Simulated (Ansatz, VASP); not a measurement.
**Sc in VASP and in Ansatz**

```
CELL_PARAMETERS angstrom
3.30880 0.00000 0.00000
-1.65440 2.86550 0.00000
0.00000 0.00000 5.26800
ATOMIC_POSITIONS crystal
Sc 0.26533 0.66667 0.25000
Sc 0.66667 0.33333 0.75000
```

Alike in both runs: task single point; functional PBE; k mesh 18 × 18 × 10; occupations gaussian, width 0.15 eV; no spin polarisation.

```csv
,VASP,Ansatz
version,VASP 6.6.1,Ansatz 0.2.0
potentials or method,"VASP PAW PBE potentials, release 64 (Sc_sv), cutoff 520 eV","scalar-relativistic, plane waves, PAW"
valence electrons in the cell,22,22
```

```csv
,VASP,Ansatz,Ansatz less VASP
gap on the k mesh at the Fermi level (eV),none,none,-
pressure (GPa),-0.6,-0.6,-0.05
"traceless stress, the component that is largest in VASP (GPa)",1.09,1.09,-0.001
rms of the force components (eV/Å),0.174,0.174,-0.0001
```

Atom by atom the forces differ by 0.000 eV/Å (rms over components). A gap of «none» marks a metal or a gap that the smearing closes.
